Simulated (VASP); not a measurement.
## Si: single point with r2SCAN

The system is Si.

```
Si
1.0
     3.67863    0.00000    0.00000
    -1.83932    3.18579    0.00000
     0.00000    0.00000    6.08815
Si
4
Direct
  0.33333 0.66667 0.06309
  0.66667 0.33333 0.56309
  0.33333 0.66667 0.43691
  0.66667 0.33333 0.93691
```

This cell differs from its parent crystal: strain -0.040 along x and y, -0.040 along z.

```yaml
Program: VASP 6.6.1
Task: single point
Functional: r2SCAN
Potentials_or_basis: VASP PAW PBE potentials, release 64 (Si)
Cutoff: 520 eV
k_mesh: 12 × 12 × 4
Occupations: gaussian, width 0.05 eV
Spin: no spin polarisation
```

```
Pressure               : 15.0 GPa
Largest force          : 0.059 eV/Å
Band gap on the k mesh : 0.33 eV (least direct gap 1.72 eV)
```

Forces in eV/Å, atoms in the order of the input:
```
Si   0.000  0.000  0.059
Si   0.000  0.000  0.059
Si   0.000  0.000 -0.059
Si   0.000  0.000 -0.059
```

Stress tensor (GPa, compression positive):
```
14.94  0.00  0.00
 0.00 14.94  0.00
 0.00  0.00 15.15
```

Levels at points of the mesh, in eV from the valence-band top:
| k point | band 6 | band 7 | band 8 | band 9 | band 10 | band 11 |
| --- | --- | --- | --- | --- | --- | --- |
| (0.00, 0.00, 0.00) | -0.47 | 0.00 | 0.00 | 1.72 | 2.07 | 2.07 |
| (0.50, 0.00, 0.00) | -3.63 | -3.61 | -1.71 | 0.33 | 2.75 | 3.08 |
| (0.00, 0.00, 0.50) | -1.12 | -1.12 | -1.12 | 2.48 | 2.48 | 3.15 |
| (0.50, 0.00, 0.50) | -2.89 | -2.87 | -2.87 | 1.12 | 1.12 | 1.63 |

It took 2.3 min on 1 thread of AMD EPYC 9R45 96-Core Processor (Zen 5), with other jobs on the host, peak memory 0.18 GiB.

Caveat: the cell differs from its parent crystal (strain -0.040 along x and y, -0.040 along z); the cell stands under pressure; the PAW data sets were made with another functional, which shifts forces and pressure a little. A k mesh can miss the band edges.
